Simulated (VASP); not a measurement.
A run of VASP 6.6.1 is set up as follows.

File INCAR:

```
PREC = Accurate
ENCUT = 520
EDIFF = 1E-7
ISMEAR = 0
SIGMA = 0.1
LREAL = F
LASPH = T
NELM = 60
ALGO = Fast
ISIF = 2
LWAVE = F
LCHARG = F
GGA = PE
NBANDS = 58
```

The input KPOINTS:

```
Automatic mesh
0
Gamma
  6 6 6
```

File POSCAR:

```
Zn8H
1.0
    0.0000000000      3.9847126309      3.9847126309
    3.9847126309      0.0000000000      3.9847126309
    3.9847126309      3.9847126309      0.0000000000
Zn H
8 1
Direct
    0.0000000000      0.0000000000      0.0000000000
   -0.0067200256     -0.0067200256      0.5067200256
   -0.0067200256      0.5067200256     -0.0067200256
   -0.0067200256      0.5067200256      0.5067200256
    0.5067200256     -0.0067200256     -0.0067200256
    0.5067200256     -0.0067200256      0.5067200256
    0.5067200256      0.5067200256     -0.0067200256
    0.5000000000      0.5000000000      0.5000000000
    0.2500000000      0.2500000000      0.2500000000
```

Potentials or basis: VASP PAW PBE potentials, release 64 (Zn, H).

Command:

```console
$ cat potpaw_PBE.64/Zn/POTCAR potpaw_PBE.64/H/POTCAR > POTCAR
$ mpirun -np 1 vasp_std > vasp.out
```

(1) Predict the pressure.

Answers

(1) 0.3 GPa.
